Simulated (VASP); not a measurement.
Al, 4 atoms in the cell. Symmetry: P6_3/mmc, No. 194, hexagonal system. The conventional cell has a = 2.815 Å, b = 2.815 Å, c = 9.248 Å, α = 90.00°, β = 90.00°, γ = 120.00°. Al (site symmetry -3m) has 12 Al at 2.81 to 2.83 Å within 3.7 Å. Al (site symmetry -6m2) has 12 Al at 2.81 to 2.83 Å within 3.7 Å. 

```yaml
Program: VASP 6.6.1
Task: single point
Functional: LDA
Potentials_or_basis: VASP PAW LDA potentials, release 64 (Al)
Cutoff: 520 eV
k_mesh: 18 × 18 × 6
Occupations: gaussian, width 0.1 eV
Spin: no spin polarisation
Dipole_correction: no
Further_INCAR_settings: ALGO = Fast; EDIFF = 1e-06; NBANDS = 14
```

Potentials or basis: VASP PAW LDA potentials, release 64 (Al).

Launch:

```sh
$ cat potpaw_LDA.64/Al/POTCAR > POTCAR
$ mpirun -np 1 vasp_std > vasp.out
```

Hardware: 1 thread of Intel(R) Xeon(R) 6975P-C (Granite Rapids), with other jobs on the host.

Task: Estimate the wall time of this run.

Result: It took 45 s on 1 thread of Intel(R) Xeon(R) 6975P-C (Granite Rapids), with other jobs on the host, peak memory 0.22 GiB. Counts: scf iterations 11, k points 148.
